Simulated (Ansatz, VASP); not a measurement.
**Two plane-wave programs on BP**

```
B P
1.0
     0.00000    2.27654    2.27654
     2.27654    0.00000    2.27654
     2.27654    2.27654    0.00000
B P
1 1
Direct
  0.00000 0.00000 0.00000
  0.75000 0.75000 0.75000
```

Change from the starting cell: volume scaled by 1.01, PAW files.

Alike in both runs: task electric field gradients; functional LDA; k mesh 12 × 12 × 12; occupations fermi-dirac, width 0.08 eV; no spin polarisation.

|  | VASP | Ansatz |
| --- | --- | --- |
| version | VASP 6.6.1 | Ansatz 0.2.0 |
| potentials or method | VASP PAW LDA potentials, release 64 (B, P) | PAW with Ansatz's default frozen-core files, scalar-relativistic |
| plane-wave cutoff (eV) | 520 | 420 |
| valence electrons in the cell | 8 | 8 |

Ansatz gave:

| Item | Value |
| --- | --- |
| pressure (GPa) | -6.7 |

Task: What did VASP give for the same quantities?

Result: Pressure (GPa): -6.8.

LDA's correlation is that of Perdew and Zunger in VASP and of Perdew and Wang (1992) in Ansatz.
